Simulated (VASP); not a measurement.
Runs of VASP 6.6.1 on HfO2. The structure is that of space group P4_2/mnm (No. 136), or close to it. The cells are those of the table. 

| cell | gap on the mesh (eV) | pressure (GPa) | largest force (eV/Å) |
| --- | --- | --- | --- |
| a = 4.645, b = 4.645, c = 3.138 Å, 6 atoms | 4.13 | 18.6 | 0.04 |
| a = 4.645, b = 4.645, c = 3.186 Å, 6 atoms | 4.08 | 13.1 | 0.18 |
| a = 4.717, b = 4.717, c = 3.138 Å, 6 atoms | (a) | 9.9 | 0.12 |
| a = 4.645, b = 4.645, c = 3.234 Å, 6 atoms | (b) | 8.2 | 0.36 |
| a = 4.645, b = 4.645, c = 3.281 Å, 6 atoms | 3.87 | 3.7 | 0.50 |
| a = 4.717, b = 4.717, c = 3.090 Å, 6 atoms | 4.06 | 15.4 | 0.35 |
| a = 4.717, b = 4.717, c = 3.186 Å, 6 atoms | 3.95 | 4.9 | 0.08 |
| a = 4.789, b = 4.789, c = 3.090 Å, 6 atoms | 3.94 | (c) | 0.33 |
| a = 4.645, b = 4.645, c = 3.090 Å, 6 atoms | 4.18 | 24.7 | (d) |

Alike in all rows: task single point; level LDA; potentials or basis VASP PAW LDA potentials, release 64 (Hf_pv, O); no spin polarisation; k mesh 6 × 6 × 8; cutoff (eV) 520; smearing gaussian 0.05 eV.

Problem. Estimate the missing entries.

Solution. (a) 4.00; (b) 3.98; (c) 7.4; (d) 0.29.

Caveats: spin-orbit coupling is left out, which moves the levels of the heavy elements.

A k mesh can miss the band edges, and the runs leave out spin-orbit coupling on Hf.
